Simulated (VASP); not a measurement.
Here is a VASP 6.6.1 calculation.

Contents of POSCAR:

```
ZrB2
1.0
    3.1743664875      0.0000000000      0.0000000000
   -1.5871832438      2.7490820191      0.0000000000
    0.0000000000      0.0000000000      3.6110031436
Zr B
1 2
Direct
    0.0000000000      0.0000000000      0.0000000000
    0.6666666667      0.3333333333      0.5000000000
    0.3333333333      0.6666666667      0.5000000000
```

Contents of INCAR.step1:

```
SYSTEM = ZrB2
  PREC = Accurate
  ENCUT = 910
  ISMEAR = -1
  SIGMA = 0.05
  LREAL = .FALSE.
  LASPH = .TRUE.
  NELM = 200
  LMAXMIX = 4
  LDAU = .TRUE.
  LDAUTYPE = 2
  LDAUL = 2 -1
  LDAUU = 5 0
  LDAUJ = 0 0
  NBANDS = 16
  GGA = PE
  ALGO = Normal
  EDIFF = 1E-5
  LWAVE = .TRUE.
  LCHARG = .FALSE.
  GGA_COMPAT = .FALSE.
```

Contents of INCAR.step2:

```
SYSTEM = ZrB2
  PREC = Accurate
  ENCUT = 910
  EDIFF = 1E-6
  ISMEAR = -1
  SIGMA = 0.05
  LREAL = .FALSE.
  LASPH = .TRUE.
  NELM = 200
  ALGO = Normal
  ISIF = 2
  LWAVE = .FALSE.
  LCHARG = .FALSE.
  LMAXMIX = 4
  LDAU = .TRUE.
  LDAUTYPE = 2
  LDAUL = 2 -1
  LDAUU = 5 0
  LDAUJ = 0 0
  LDAUPRINT = 1
  METAGGA = R2SCAN
  LMIXTAU = .TRUE.
  NBANDS = 16
  ISTART = 1
  GGA_COMPAT = .FALSE.
```

File KPOINTS:

```
Automatic mesh
0
G
  10 10 8
  0 0 0
```

Potentials or basis: VASP PAW PBE potentials, release 64 (Zr_sv, B_h).

Launch:

```bash
$ cat potpaw_PBE.64/Zr_sv/POTCAR potpaw_PBE.64/B_h/POTCAR > POTCAR
$ cp INCAR.step1 INCAR
$ mpirun -np 1 vasp_std > vasp.out
$ cp INCAR.step2 INCAR
$ mpirun -np 1 vasp_std > vasp.out
```

Estimate the pressure.

6.4 GPa.

Predict the band gap on the k mesh.

zero (bands 9 and 10 overlap by 1.23 eV).

Stress tensor (GPa, compression positive):
```
6.88 0.00 0.00
0.00 6.88 0.00
0.00 0.00 5.43
```

Caveat: the cell stands under pressure; the PAW data sets were made with another functional, which shifts forces and pressure a little; U without spin polarisation on a metal has little footing; the U is typed as a test and isn't derived for this compound.
